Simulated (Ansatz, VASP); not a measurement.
# One calculation of CdS, two programs

```xyz
2
Lattice="0.0000 2.9165 2.9165 2.9165 0.0000 2.9165 2.9165 2.9165 0.0000" Properties=species:S:1:pos:R:3 pbc="T T T"
Cd    0.0000    0.0000    0.0000
S     1.4583    1.4583    1.4583
```

Alike in both runs: functional PBE-based screened hybrid with a share of 0.25 of exact exchange and HFSCREEN = 0.3; k mesh 5 × 5 × 5; occupations methfessel-paxton of order 1, width 0.1 eV; no spin polarisation.

```csv
,VASP,Ansatz
version,VASP 6.6.1,Ansatz 0.2.0
potentials or method,"VASP PAW PBE potentials, release 64 (Cd, S)",Ansatz PAW
plane-wave cutoff (eV),400,420
valence electrons in the cell,18,26
task,single point,electrostatic potential
```

```tsv
	VASP	Ansatz	Ansatz less VASP
gap on the k mesh at the Fermi level (eV)	1.98	1.97	-0.003
least direct gap on the mesh (eV)	1.98	1.97	-0.003
pressure (GPa)	1.7	1.9	+0.15
```

VASP's potentials were made for PBE, not for PBE-based screened hybrid. With one functional, cell and mesh, what is left measures potentials, basis and numerics. VASP's potentials hold 18 valence electrons a cell and Ansatz's 26, so a difference there can come from the potentials and not from the codes.

Noted on Ansatz's run: odd divisions of the mesh miss points on the zone boundary, where band edges often lie, so the gap on the mesh can be too wide.
